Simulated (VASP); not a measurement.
Crystal: ZnSe (Stilleite).

```
Se Zn
1.0
     0.00000    2.88938    2.88938
     2.88938    0.00000    2.88938
     2.88938    2.88938    0.00000
Se Zn
1 1
Cartesian
  4.3341 4.3341 4.3341
  0.0000 0.0000 0.0000
```

Base run:

```yaml
Program: VASP 6.6.1
Functional: PBE
Potentials_or_basis: VASP PAW PBE potentials, release 64 (Se, Zn)
Cutoff: 520 eV
k_mesh: 8 × 8 × 8
Occupations: fermi-dirac, width 0.05 eV
Spin: no spin polarisation
```

Its results: band gap on the k mesh 1.06 eV, direct; pressure -1.1 GPa.

Problem. After a change of settings the same cell gave: band gap on the k mesh 0.84 eV, direct; pressure -6.0 GPa. Which change was it?
A. functional from PBE to PBEsol; further incar settings from ALGO = Normal; EDIFF = 1e-07; NBANDS = 16 to ALGO = Normal; EDIFF = 1e-06; NBANDS = 16
B. functional from PBE to revPBE
C. functional from PBE to LDA; potentials or basis from VASP PAW PBE potentials, release 64 (Se, Zn) to VASP PAW LDA potentials, release 64 (Se, Zn)
D. further incar settings from ALGO = Normal; EDIFF = 1e-07; NBANDS = 16 to ALGO = Normal; EDIFF = 1e-06; NBANDS = 16; dispersion from none to D4

Solution. C.
